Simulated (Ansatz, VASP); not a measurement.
# MnO: VASP beside Ansatz

```
CELL_PARAMETERS angstrom
-1.99695 -1.99695 4.19532
-4.19532 -1.99695 1.99695
-1.99695 -4.19532 1.99695
ATOMIC_POSITIONS crystal
Mn 0.00000 0.00000 0.00000
Mn 0.50000 0.50000 0.50000
O 0.25000 0.25000 0.25000
O 0.75000 0.75000 0.75000
```

Alike in both runs: functional LDA; k mesh 12 × 12 × 12; occupations gaussian, width 0.02 eV; collinear spin.

Ansatz relaxed the structure, and its values are those at the end. VASP's run is a single point on that final structure, the one shown.

```csv
,VASP,Ansatz
version,VASP 6.6.1,Ansatz 0.2.0
potentials or method,"VASP PAW LDA potentials, release 64 (Mn_pv, O), cutoff 520 eV","scalar-relativistic, plane waves, PAW"
valence electrons in the cell,38,42
```

Ansatz gave:

* gap on the k mesh at the Fermi level (eV): 0.58
* least direct gap on the mesh (eV): 0.68
* pressure (GPa): 0.0
* net moment per atom (μB): 0.00
* size of the moment on the site where the two differ most (μB): 3.84

Problem. Estimate VASP's values.

Solution. gap on the k mesh at the Fermi level (eV): 0.47; least direct gap on the mesh (eV): 0.56; pressure (GPa): -0.1; net moment per atom (μB): 0.00; size of the moment on the site where the two differ most (μB): 4.12.

LDA's correlation is that of Perdew and Zunger in VASP and of Perdew and Wang (1992) in Ansatz. Site moments also hang on the region over which each program counts them. VASP's potentials hold 38 valence electrons a cell and Ansatz's 42, so a difference there can come from the potentials and not from the codes.
